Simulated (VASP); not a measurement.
# KCl (I4/mmm) in VASP: notebook

Runs on KCl. Level: PBE. Tasks: single point.

Everything below comes from runs of VASP 6.6.1. Logs are shortened: lines on timing, memory, paths and dates and some standing lists are left out, and cuts for length are marked.

### 1 The cell of the first run

Symmetry: I4/mmm, No. 139, tetragonal system. Conventional cell: a = 4.581 Å, b = 4.581 Å, c = 6.247 Å, α = 90.00°, β = 90.00°, γ = 90.00°. K (site symmetry 4/mmm) has 6 Cl at 3.12 to 3.24 Å within 4.1 Å. Within 4.1 Å of Cl (site symmetry 4/mmm) lie 6 K at 3.12 to 3.24 Å.

### 2 Single point, PBE (epitaxial xy strain +3.0%)

File INCAR:

```
PREC = Accurate ; ENCUT = 520
EDIFF = 1E-6 ; ISMEAR = 0
SIGMA = 0.01 ; LREAL = F
LASPH = T ; NELM = 80
ALGO = Normal ; ISIF = 2
LWAVE = F ; LCHARG = F
GGA = PE ; NBANDS = 15
```

File KPOINTS:

```
regular mesh
0
Gamma
  4 4 4
```

File POSCAR:

```
KCl
1.0
    0.0000000000      3.2391937588      3.1236492207
    3.2391937588      0.0000000000      3.1236492207
    3.2391937588      3.2391937588      0.0000000000
K Cl
1 1
Direct
    0.0000000000      0.0000000000      0.0000000000
    0.5000000000      0.5000000000      0.5000000000
```

Potentials or basis: VASP PAW PBE potentials, release 64 (K_sv, Cl).

Run with:

```console
> cat potpaw_PBE.64/K_sv/POTCAR potpaw_PBE.64/Cl/POTCAR > POTCAR
> mpirun -np 1 vasp_std > vasp.out
```

OUTCAR:

```text
PREC = Accurate
   ENCUT = 520
   EDIFF = 1E-6
   ISMEAR = 0
   LREAL = F
   LASPH = T
   NELM = 80
   ISIF = 2
   GGA = PE

 ion  position               nearest neighbor table
   1  0.000  0.000  0.000-   2 3.12   2 3.12
   2  0.500  0.500  0.500-   1 3.12   1 3.12

  LATTYP: Found a body centered tetragonal cell.
 ALAT       =     4.5809117448
 C/A-ratio  =     1.3637674745

  Lattice vectors:

 A1 = (   0.0000000000,  -3.2391937588,  -3.1236492207)
 A2 = (   0.0000000000,   3.2391937588,  -3.1236492207)
 A3 = (   3.2391937588,   0.0000000000,   3.1236492207)

Analysis of symmetry for initial positions (statically):
=====================================================================
 Subroutine PRICEL returns:
 Original cell was already a primitive cell.

 Routine SETGRP: Setting up the symmetry group for a
 body centered tetragonal supercell.

 Subroutine GETGRP returns: Found 16 space group operations
 (whereof 16 operations were pure point group operations)
 out of a pool of 16 trial point group operations.

The static configuration has the point symmetry D_4h.

Analysis of symmetry for dynamics (positions and initial velocities):
=====================================================================
 Subroutine PRICEL returns:
 Original cell was already a primitive cell.

 Routine SETGRP: Setting up the symmetry group for a
 body centered tetragonal supercell.

 Subroutine GETGRP returns: Found 16 space group operations
 (whereof 16 operations were pure point group operations)
 out of a pool of 16 trial point group operations.

The dynamic configuration has the point symmetry D_4h.

 Subroutine INISYM returns: Found 16 space group operations
 (whereof 16 operations are pure point group operations),
 and found     1 'primitive' translations

----------------------------------------------------------------------------------------

                                     Primitive cell

  volume of cell :      65.5490

  direct lattice vectors                    reciprocal lattice vectors
     0.000000000  3.239193759  3.123649221    -0.154359398  0.154359398  0.160069190
     3.239193759  0.000000000  3.123649221     0.154359398 -0.154359398  0.160069190
     3.239193759  3.239193759  0.000000000     0.154359398  0.154359398 -0.160069190

  length of vectors
     4.499951184  4.499951184  4.580911745     0.270695019  0.270695019  0.270695019

  position of ions in fractional coordinates (direct lattice)
     0.000000000  0.000000000  0.000000000
     0.500000000  0.500000000  0.500000000

  ion indices of the primitive-cell ions
   primitive index   ion index
                 1           1
                 2           2

----------------------------------------------------------------------------------------

 KPOINTS: regular mesh

Automatic generation of k-mesh.
 Grid dimensions read from file:
 generate k-points for:    4    4    4

 Generating k-lattice:

  Cartesian coordinates                     Fractional coordinates (reciprocal lattice)
    -0.038589850  0.038589850  0.040017297     0.250000000  0.000000000  0.000000000
     0.038589850 -0.038589850  0.040017297     0.000000000  0.250000000  0.000000000
     0.038589850  0.038589850 -0.040017297     0.000000000  0.000000000  0.250000000

  Length of vectors
     0.067673755  0.067673755  0.067673755

  Shift w.r.t. Gamma in fractional coordinates (k-lattice)
     0.000000000  0.000000000  0.000000000

 Subroutine IBZKPT returns following result:
 ===========================================

 Found     13 irreducible k-points:

 Following reciprocal coordinates:
            Coordinates               Weight
  0.000000  0.000000  0.000000      1.000000
  0.250000  0.000000  0.000000      8.000000
  0.500000  0.000000  0.000000      4.000000
  0.250000  0.250000  0.000000      2.000000
  0.500000  0.250000  0.000000      8.000000
 -0.250000  0.250000  0.000000      4.000000
  0.500000  0.500000  0.000000      1.000000
  0.250000  0.000000  0.250000      4.000000
  0.500000  0.000000  0.250000     16.000000
 -0.250000  0.000000  0.250000      8.000000
 -0.250000  0.500000  0.250000      4.000000
  0.500000  0.000000  0.500000      2.000000
 -0.250000  0.250000  0.500000      2.000000
   k-points           NKPTS =     13   k-points in BZ     NKDIM =     13   number of bands    NBANDS=     15
   number of dos      NEDOS =    301   number of ions     NIONS =      2
   total plane-waves  NPLWV =  46656
   dimension x,y,z NGX =    36 NGY =   36 NGZ =   36
   dimension x,y,z NGXF=    72 NGYF=   72 NGZF=   72
   ions per type =               1   1
   NGX,Y,Z   is equivalent  to a cutoff of  13.30, 13.30, 13.06 a.u.
   NGXF,Y,Z  is equivalent  to a cutoff of  26.60, 26.60, 26.13 a.u.
 SYSTEM =  unknown system
   PREC   = accura    normal or accurate (medium, high low for compatibility)
   ISTART =      0    job   : 0-new  1-cont  2-samecut
   ICHARG =      2    charge: 1-file 2-atom 10-const
   ISPIN  =      1    spin polarized calculation?
   LNONCOLLINEAR =      F non collinear calculations
   LSORBIT =      F    spin-orbit coupling
   LASPH  =      T    aspherical Exc in radial PAW
   ENCUT  =  520.0 eV  38.22 Ry    6.18 a.u.   8.37  8.37  8.52*2*pi/ulx,y,z
   NELM   =     80;   NELMIN=  2; NELMDL= -5     # of ELM steps
   EDIFF  = 0.1E-05   stopping-criterion for ELM
   LREAL  =      F    real-space projection
   EDIFFG = 0.1E-04   stopping-criterion for IOM
   NSW    =      0    number of steps for IOM
   IBRION =     -1    ionic relax: 0-MD 1-quasi-New 2-CG
   NFREE  =      0    steps in history (QN), initial steepest desc. (CG)
   ISIF   =      2    stress and relaxation
   ISYM   =      2    0-nonsym 1-usesym 2-fastsym
   POTIM  = 0.5000    time-step for ionic-motion
   TEBEG  =    0.0;   TEEND  =   0.0 temperature during run
   PSTRESS=    0.0 pullay stress
   NELECT =      16.0000    total number of electrons
   NUPDOWN=      -1.0000    fix difference up-down
   EMIN   =  10.00;   EMAX   =-10.00  energy-range for DOS
   EFERMI =   0.00;   METHOD = LEGACY
   ISMEAR =     0;   SIGMA  =   0.01  broadening in eV -4-tet -1-fermi 0-gaus
   EFERMI_NEDOS =   21; number of points for ismear=-14 and -15
   IALGO  =     38    algorithm
   IMIX   =      4    mixing-type and parameters
     AMIX     =   0.40;   BMIX     =  1.00
     AMIX_MAG =   1.60;   BMIX_MAG =  1.00
  volume/ion in A,a.u.               =      32.77       221.17
  Fermi-wavevector in a.u.,A,eV,Ry     =   1.023119  1.933414 14.242203  1.046772
  Thomas-Fermi vector in A             =   2.156835
   LORBIT       =      0    0 simple, 1 ext, 2 COOP (PROOUT), +10 PAW based schemes
   GGA     = PE    functional components
   LHFCALC =     F    Hartree Fock is set to
   AEXX    =    0.0000 exact exchange contribution
   IVDW    =     0    specifies the selected vdW correction
   LEPSILON=     F    determine dielectric tensor
   LRPA    =     F    only Hartree local field effects (RPA)
 non-spin polarized calculation
 Gauss-broadening in eV      SIGMA  =   0.01
  energy-cutoff  :      520.00
  volume of cell :       65.55
 maximum number of plane-waves:      1784
 NGX is ok and might be reduce to    36
   NGX = 17   NGY = 17   NGZ = 17

 number of electron      15.9999999 magnetization

 Free energy of the ion-electron system (eV)
  ---------------------------------------------------
  ext. energy  EPLUGINS =         0.00000000
  ---------------------------------------------------
  free energy    TOTEN  =        -6.80530121 eV

  energy without entropy =       -6.80530121  energy(sigma->0) =       -6.80530121

 E-fermi :  -1.8897     XC(G=0):  -7.3320

 val. band max:       -2.0243897049   @ k =   0.0000   0.0000   0.0000
 cond. band min:       2.9766940290   @ k =   0.0000   0.0000   0.0000
 fundamental gap:      5.0010837338
 Fermi energy:        -1.8896736019

 k-point     1 :       0.0000    0.0000    0.0000
  band No.  band energies     occupation
      1     -29.3578      2.00000
      2     -14.1008      2.00000
      3     -12.8196      2.00000
      4     -12.8196      2.00000
      5     -12.8159      2.00000
      6      -2.0414      2.00000
      7      -2.0414      2.00000
      8      -2.0244      2.00000
      9       2.9767      0.00000
     10       6.2422      0.00000
     11       6.2422      0.00000
     12       6.4594      0.00000
     13       7.0746      0.00000
     14       7.2544      0.00000
     15      10.7690      0.00000

 k-point     2 :       0.2500    0.0000    0.0000
  band No.  band energies     occupation
      1     -29.3538      2.00000
      2     -14.1937      2.00000
      3     -12.8261      2.00000
      4     -12.8202      2.00000
      5     -12.6999      2.00000
      6      -2.5755      2.00000
      7      -2.1871      2.00000
      8      -2.1827      2.00000
      9       4.1861      0.00000
     10       6.0683      0.00000
     11       6.9705      0.00000
     12       7.0836      0.00000
     13       7.7903      0.00000
     14       8.0142      0.00000
     15      11.2205      0.00000

 k-point     3 :       0.5000    0.0000    0.0000
  band No.  band energies     occupation
      1     -29.3497      2.00000
      2     -14.2742      2.00000
      3     -12.8325      2.00000
      4     -12.8226      2.00000
      5     -12.5938      2.00000
      6      -3.0071      2.00000
      7      -2.3254      2.00000
      8      -2.3235      2.00000
      9       5.4030      0.00000
     10       6.3541      0.00000
     11       8.2946      0.00000
     12       8.3556      0.00000
     13       9.0374      0.00000
     14       9.3563      0.00000
     15       9.6169      0.00000

 k-point     4 :       0.2500    0.2500    0.0000
  band No.  band energies     occupation
      1     -29.3520      2.00000
      2     -14.1733      2.00000
      3     -12.8449      2.00000
      4     -12.8449      2.00000
      5     -12.7023      2.00000
      6      -2.6415      2.00000
      7      -2.1782      2.00000
      8      -2.1782      2.00000
      9       4.3775      0.00000
     10       5.2430      0.00000
     11       7.5542      0.00000
     12       7.7289      0.00000
     13       7.7289      0.00000
     14       8.5696      0.00000
     15      10.8680      0.00000
[... 109 lines left out ...]
 k-point    11 :      -0.2500    0.5000    0.2500
  band No.  band energies     occupation
      1     -29.3470      2.00000
      2     -14.0850      2.00000
      3     -12.9023      2.00000
      4     -12.8992      2.00000
      5     -12.7576      2.00000
      6      -2.5003      2.00000
      7      -2.4576      2.00000
      8      -2.4562      2.00000
      9       5.8448      0.00000
     10       5.9341      0.00000
     11       7.2286      0.00000
     12       7.6479      0.00000
     13       9.2902      0.00000
     14       9.4951      0.00000
     15       9.6798      0.00000

 k-point    12 :       0.5000    0.0000    0.5000
  band No.  band energies     occupation
      1     -29.3478      2.00000
      2     -14.0147      2.00000
      3     -12.9342      2.00000
      4     -12.8644      2.00000
      5     -12.8572      2.00000
      6      -2.6740      2.00000
      7      -2.2374      2.00000
      8      -2.2311      2.00000
      9       4.5529      0.00000
     10       6.0637      0.00000
     11       7.6585      0.00000
     12       8.0828      0.00000
     13       8.3832      0.00000
     14       9.3545      0.00000
     15       9.5482      0.00000

 k-point    13 :      -0.2500    0.2500    0.5000
  band No.  band energies     occupation
      1     -29.3476      2.00000
      2     -14.1330      2.00000
      3     -12.8955      2.00000
      4     -12.8955      2.00000
      5     -12.6933      2.00000
      6      -2.5203      2.00000
      7      -2.4867      2.00000
      8      -2.4867      2.00000
      9       5.9904      0.00000
     10       5.9904      0.00000
     11       7.1327      0.00000
     12       7.5304      0.00000
     13       9.3866      0.00000
     14       9.7060      0.00000
     15      10.0053      0.00000

------------------------ aborting loop because EDIFF is reached ----------------------------------------

  FORCE on cell =-STRESS in cart. coord.  units (eV):
  Direction    XX          YY          ZZ          XY          YZ          ZX
  --------------------------------------------------------------------------------------
  -------------------------------------------------------------------------------------
  Total       -0.1799937     -0.1799937      0.2858465      0.0000000      0.0000000      0.0000000
  in kB       -4.3994838     -4.3994838      6.9867853      0.0000000      0.0000000      0.0000000
  external PRESSURE =      -0.6040608 kB  Pullay stress =       0.0000000 kB

 VOLUME and BASIS-vectors are now :
 -----------------------------------------------------------------------------
  energy-cutoff  :      520.00
  volume of cell :       65.55
      direct lattice vectors                 reciprocal lattice vectors
     0.000000000  3.239193759  3.123649221    -0.154359398  0.154359398  0.160069190
     3.239193759  0.000000000  3.123649221     0.154359398 -0.154359398  0.160069190
     3.239193759  3.239193759  0.000000000     0.154359398  0.154359398 -0.160069190

 POSITION                                       TOTAL-FORCE (eV/Angst)
 -----------------------------------------------------------------------------------
      0.00000      0.00000      0.00000        -0.000000      0.000000      0.000000
      3.23919      3.23919      3.12365         0.000000     -0.000000      0.000000
 -----------------------------------------------------------------------------------
    total drift:                                0.000000      0.000000      0.000000

  FREE ENERGIE OF THE ION-ELECTRON SYSTEM (eV)
  ---------------------------------------------------
  free  energy   TOTEN  =        -6.8053012140 eV

  energy  without entropy=       -6.8053012140  energy(sigma->0) =       -6.80530121
```

Wall time 25 s (1 thread of Intel Xeon 8259CL, shared host); peak memory 0.2 GiB.

Results:

```
Free energy            : -6.8053 eV
Pressure               : -0.1 GPa
Band gap on the k mesh : 5.00 eV
```

Stress tensor (GPa, compression positive):
```
-0.44  0.00  0.00
 0.00 -0.44  0.00
 0.00  0.00  0.70
```

Caveat: the k points lie up to 0.43 Å⁻¹ apart; the cell differs from its parent crystal (epitaxial xy strain +3.0%).

### 3 Single point, PBE (epitaxial xy strain +3.0%)

File INCAR:

```
SYSTEM = KCl
PREC     = Accurate       ! precision mode
ENCUT    = 520            ! plane-wave cutoff, eV
EDIFF    = 1E-6           ! SCF threshold, eV
ISMEAR   = -1             ! smearing method
SIGMA    = 0.02           ! smearing width, eV
LREAL    = .False.        ! projectors in reciprocal space
LASPH    = .True.         ! aspherical terms in the spheres
NELM     = 80             ! most SCF steps
ALGO     = Normal         ! electronic algorithm
ISIF     = 2              ! what is computed and relaxed
LWAVE    = .False.        ! write WAVECAR
LCHARG   = .False.        ! write CHGCAR
GGA      = PE             ! functional
NBANDS   = 15             ! bands
```

File KPOINTS:

```
Automatic mesh
0
Gamma
  8 8 8
  0 0 0
```

POSCAR is that of step 2.

Potentials or basis: VASP PAW PBE potentials, release 64 (K_sv, Cl).

Run with:

```console
> cat potpaw_PBE.64/K_sv/POTCAR potpaw_PBE.64/Cl/POTCAR > POTCAR
> mpirun -np 1 vasp_std > vasp.out
```

Run time: 65 s. Hardware: 1 thread of Intel Xeon 8259CL, shared host; peak memory 0.23 GiB.

It converged, with:

- Free energy: -6.8055 eV
- Pressure: -0.1 GPa
- Band gap on the k mesh: 5.00 eV

Stress tensor (GPa, compression positive):
```
-0.44  0.00  0.00
 0.00 -0.44  0.00
 0.00  0.00  0.70
```

Levels at points of the mesh, in eV from the valence-band top:
```
           k point  band 6  band 7  band 8  band 9  band 10  band 11
(0.00, 0.00, 0.00)   -0.02   -0.02    0.00    5.00     8.27     8.27
(0.50, 0.00, 0.00)   -0.98   -0.30   -0.30    7.43     8.38    10.32
(0.50, 0.50, 0.00)   -0.60   -0.25   -0.25    6.52     8.15     9.91
(0.50, 0.00, 0.50)   -0.65   -0.21   -0.21    6.58     8.09     9.68
```

Caveat: the cell differs from its parent crystal (epitaxial xy strain +3.0%). A k mesh can miss the band edges.
